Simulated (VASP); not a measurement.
Crystal: AlN.

```
CELL_PARAMETERS angstrom
3.13019 0.00000 0.00000
-1.56510 2.71083 0.00000
0.00000 0.00000 5.01792
ATOMIC_POSITIONS crystal
Al 0.33333 0.66667 0.99673
Al 0.66667 0.33333 0.49673
N 0.33333 0.66667 0.37827
N 0.66667 0.33333 0.87827
```

| Item | Value |
| --- | --- |
| Program | VASP 6.6.1 |
| Task | relaxation of cell and atoms |
| Functional | r2SCAN |
| Potentials or basis | VASP PAW PBE potentials, release 64 (Al, N) |
| Cutoff | 600 eV |
| k mesh | 12 × 12 × 6 |
| Occupations | fermi-dirac, width 0.02 eV |
| Spin | no spin polarisation |

At the start: pressure -5.0 GPa; volume 10.64 Å³/atom.

Q: How do energy, volume and symmetry change on relaxing?

A: Over 7 steps the energy falls by 4.0 meV/atom and the volume is 10.39 Å³/atom (-2.4 %); space group P6_3mc (No. 186, to 0.1 Å) before and after.

The path:
| step | energy change (eV) | largest force (eV/Å) | pressure (GPa) | volume (Å³) |
| --- | --- | --- | --- | --- |
| 1 | 0.0000 | 0.0085 | -4.96 | 42.58 |
| 2 | -0.0001 | 0.0132 | 5.26 | 40.58 |
| 3 | -0.0161 | 0.0024 | -0.08 | 41.57 |
| 4 | -0.0161 | 0.0026 | 0.03 | 41.55 |
| 5 | -0.0161 | 0.0070 | 0.03 | 41.54 |
| 6 | -0.0161 | 0.0074 | 0.03 | 41.54 |
| 7 | -0.0161 | 0.0007 | -0.02 | 41.55 |

Final structure:
```
Al N
1.0
     3.10530    0.00000    0.00000
    -1.55265    2.68927    0.00000
     0.00000    0.00000    4.97593
Al N
2 2
Cartesian
  0.0000 1.7928 4.9594
  1.5526 0.8964 2.4714
  0.0000 1.7928 1.8825
  1.5526 0.8964 4.3705
```

Caveat: the PAW data sets were made with another functional, which shifts forces and pressure a little.
